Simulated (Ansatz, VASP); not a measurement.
C: VASP beside Ansatz

```xyz
2
Lattice="0.0000 1.7834 1.7121 1.7834 0.0000 1.7121 1.7834 1.7834 0.0000" Properties=species:S:1:pos:R:3 pbc="T T T"
C     1.7834    1.7834    1.7121
C     2.6751    2.6751    2.5681
```

Change from the starting cell: strain +0.000 along x and y, -0.040 along z, atoms carried along.

Alike in both runs: task single point; functional r2SCAN; k mesh 12 × 12 × 12; occupations gaussian, width 0.05 eV; no spin polarisation.

|  | VASP | Ansatz |
| --- | --- | --- |
| version | VASP 6.6.1 | Ansatz 0.2.0 |
| potentials or method | VASP PAW PBE potentials, release 64 (C), cutoff 520 eV | scalar-relativistic, plane waves, PAW |
| valence electrons in the cell | 8 | 8 |

Ansatz gave:

* gap on the k mesh at the Fermi level (eV): 3.37
* least direct gap on the mesh (eV): 5.22
* pressure (GPa): 17.0
* traceless stress, the component that is largest in VASP (GPa): 26.84

**Question.** Which values does VASP return?

**Answer.** gap on the k mesh at the Fermi level (eV): 3.34; least direct gap on the mesh (eV): 5.17; pressure (GPa): 18.3; traceless stress, the component that is largest in VASP (GPa): 26.79.

VASP's potentials were made for PBE, not for r2SCAN. The functional is the same, so the differences come from potentials, cutoffs and numerics.
